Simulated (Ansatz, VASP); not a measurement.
# One calculation of Re, two programs

```
CELL_PARAMETERS angstrom
2.61718 0.00000 0.00000
0.00000 2.61718 0.00000
0.00000 0.00000 2.61718
ATOMIC_POSITIONS crystal
Re 0.00000 0.00000 0.00000
```

Alike in both runs: functional BLYP; k mesh 12 × 12 × 12; occupations fermi-dirac, width 0.1 eV; no spin polarisation.

Ansatz relaxed the structure, and its values are those at the end. VASP's run is a single point on that final structure, the one shown.

|  | VASP | Ansatz |
| --- | --- | --- |
| version | VASP 6.6.1 | Ansatz 0.2.0 |
| potentials or method | VASP PAW PBE potentials, release 64 (Re), cutoff 520 eV | plane waves (420 eV) with PAW, scalar-relativistic |
| valence electrons in the cell | 7 | 15 |

```csv
,VASP,Ansatz,Ansatz less VASP
pressure (GPa),0.8,0.0,-0.74
```

VASP's potentials were made for PBE, not for BLYP. VASP's potentials hold 7 valence electrons a cell and Ansatz's 15, so a difference there can come from the potentials and not from the codes.

Neither program's run includes spin-orbit coupling.
